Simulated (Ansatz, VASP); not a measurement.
One calculation of Lu, two programs

```
Lu
1.0
     3.58857    0.00000    0.00000
    -1.79429    3.10780    0.00000
     0.00000    0.00000    5.68634
Lu
2
Direct
  0.33333 0.66667 0.25000
  0.66667 0.33333 0.75000
```

Alike in both runs: task single point; functional PBE; k mesh 10 × 10 × 5; no spin polarisation.

|  | VASP | Ansatz |
| --- | --- | --- |
| version | VASP 6.6.1 | Ansatz 0.2.0 |
| potentials or method | VASP PAW PBE potentials, release 64 (Lu), cutoff 520 eV | plane waves, PAW |
| occupations | methfessel-paxton of order 1, width 0.1 eV | cold, width 0.1 eV |
| valence electrons in the cell | 50 | 50 |

```tsv
	VASP	Ansatz	Ansatz less VASP
pressure (GPa)	-3.3	-3.3	-0.09
traceless stress, the component that is largest in VASP (GPa)	-0.56	-0.59	-0.031
```

Spin-orbit coupling is off throughout.
